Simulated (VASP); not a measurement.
A run of VASP 6.6.1:

File POSCAR:

```
TaO4F
1.0
   -2.4880170638      2.4880170638      2.4740582604
    2.4880170638     -2.4880170638      2.4740582604
    2.4880170638      2.4880170638     -2.4740582604
Ta F O
1 1 4
Direct
    0.0000000000      0.0000000000      0.0000000000
    0.2500000000      0.7500000000      0.5000000000
    0.4900231679      0.4393384320      0.3979063924
    0.5606615680     -0.0414320396      0.0506847359
    1.0414320396      1.0921167754      0.6020936076
   -0.0921167754      0.5099768321      0.9493152641
```

File INCAR.step1:

```
PREC     = Accurate       # precision mode
ENCUT    = 660            # plane-wave cutoff, eV
ISMEAR   = -1             # smearing method
SIGMA    = 0.1            # smearing width, eV
LREAL    = F              # projectors in reciprocal space
LASPH    = T              # aspherical terms in the spheres
NELM     = 120            # most SCF steps
NBANDS   = 31             # bands
GGA      = PE             # functional
ALGO     = Normal         # electronic algorithm
EDIFF    = 1E-5           # SCF threshold, eV
LWAVE    = T              # write WAVECAR
LCHARG   = F              # write CHGCAR
GGA_COMPAT= F
```

File INCAR.step2:

```
PREC     = Accurate       # precision mode
ENCUT    = 660            # plane-wave cutoff, eV
EDIFF    = 1E-6           # SCF threshold, eV
ISMEAR   = -1             # smearing method
SIGMA    = 0.1            # smearing width, eV
LREAL    = F              # projectors in reciprocal space
LASPH    = T              # aspherical terms in the spheres
NELM     = 120            # most SCF steps
ALGO     = Normal         # electronic algorithm
ISIF     = 2              # what is computed and relaxed
LWAVE    = F              # write WAVECAR
LCHARG   = T              # write CHGCAR
METAGGA  = R2SCAN         # meta-GGA
LMIXTAU  = T            
LELF     = T              # ELF
LVHAR    = T            
NBANDS   = 31             # bands
ISTART   = 1            
GGA_COMPAT= F
```

KPOINTS

```
regular mesh
0
Gamma
  5 5 5
```

Potentials or basis: VASP PAW PBE potentials, release 64 (Ta_sv_GW, F, O).

Command:

```sh
$ cat potpaw_PBE.64/Ta_sv_GW/POTCAR potpaw_PBE.64/F/POTCAR potpaw_PBE.64/O/POTCAR > POTCAR
$ cp INCAR.step1 INCAR
$ mpirun -np 1 vasp_std > vasp.out
$ cp INCAR.step2 INCAR
$ mpirun -np 1 vasp_std > vasp.out
```

Hardware: 1 thread of Intel(R) Xeon(R) 6975P-C (Granite Rapids), on a shared host.

Question: How long does it take, and how much memory?

Answer: It took 98 s on 1 thread of Intel(R) Xeon(R) 6975P-C (Granite Rapids), with other jobs on the host, peak memory 0.25 GiB. Counts: k points 21.
